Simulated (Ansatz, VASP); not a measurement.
## Si in VASP and in Ansatz

File POSCAR:

```
Si
1.0
    5.4442106826      0.0000000000      0.0000000000
    0.0000000000     -5.4442106826      0.0000000000
    0.0000000000      0.0000000000     -5.4442106826
Si
8
Direct
    0.5000000000      1.0413283051      1.0000000000
    0.0000000000      0.5000000000      1.0000000000
    0.0000000000      1.0000000000      0.5000000000
    0.5000000000      0.5000000000      0.5000000000
    0.7500000000      0.7500000000      0.7500000000
    0.2500000000      0.2500000000      0.7500000000
    0.2500000000      0.7500000000      0.2500000000
    0.7500000000      0.2500000000      0.2500000000
```

The input INCAR.step1:

```
SYSTEM = Si
PREC = Accurate ; ENCUT = 520
ISMEAR = 0 ; SIGMA = 0.05
LREAL = .FALSE. ; LASPH = .TRUE.
NELM = 60 ; NBANDS = 26
GGA = PE ; ALGO = Normal
EDIFF = 1E-4 ; LWAVE = .TRUE.
LCHARG = .FALSE.
```

File INCAR.step2:

```
SYSTEM = Si
PREC = Accurate ; ENCUT = 520
EDIFF = 1E-6 ; ISMEAR = 0
SIGMA = 0.05 ; LREAL = .FALSE.
LASPH = .TRUE. ; NELM = 60
ALGO = Normal ; ISIF = 2
LWAVE = .FALSE. ; LCHARG = .TRUE.
METAGGA = R2SCAN ; LMIXTAU = .TRUE.
LELF = .TRUE. ; LVHAR = .TRUE.
NBANDS = 26 ; ISTART = 1
```

The input KPOINTS:

```
regular mesh
0
G
  6 6 6
  0 0 0
```

Input for Ansatz:

```yaml
crystal:
  lattice:
    - [5.4442106826, 0.0, 0.0]
    - [0.0, -5.4442106826, 0.0]
    - [0.0, 0.0, -5.4442106826]
  atoms:
    - { symbol: Si, position: [0.5, 1.0413283051, 1.0] }
    - { symbol: Si, position: [0.0, 0.5, 1.0] }
    - { symbol: Si, position: [0.0, 1.0, 0.5] }
    - { symbol: Si, position: [0.5, 0.5, 0.5] }
    - { symbol: Si, position: [0.75, 0.75, 0.75] }
    - { symbol: Si, position: [0.25, 0.25, 0.75] }
    - { symbol: Si, position: [0.25, 0.75, 0.25] }
    - { symbol: Si, position: [0.75, 0.25, 0.25] }
basis:
  ecutwfc: 500
kpoints:
  mp_grid: { grid: [6, 6, 6] }
hamiltonian:
  xc: r2scan
scf:
  occupations: { method: gaussian, width: 0.05 }
output:
  forces: true
  stress: true
  eigenvalues: true
```

Alike in both runs: task single point; functional r2SCAN; k mesh 6 × 6 × 6; occupations gaussian, width 0.05 eV; no spin polarisation.

|  | VASP | Ansatz |
| --- | --- | --- |
| version | VASP 6.6.1 | Ansatz 0.2.0 |
| potentials or method | VASP PAW PBE potentials, release 64 (Si), cutoff 520 eV | scalar-relativistic, plane waves, PAW |
| valence electrons in the cell | 32 | 32 |

```tsv
	VASP	Ansatz	Ansatz less VASP
gap on the k mesh at the Fermi level (eV)	0.39	0.38	-0.012
least direct gap on the mesh (eV)	0.39	0.38	-0.012
pressure (GPa)	0.3	0.5	+0.24
traceless stress, the component that is largest in VASP (GPa)	-2.18	-2.21	-0.027
rms of the force components (eV/Å)	0.777	0.779	+0.0021
```

VASP's potentials were made for PBE, not for r2SCAN. Atom by atom the forces differ by 0.003 eV/Å (rms over components).
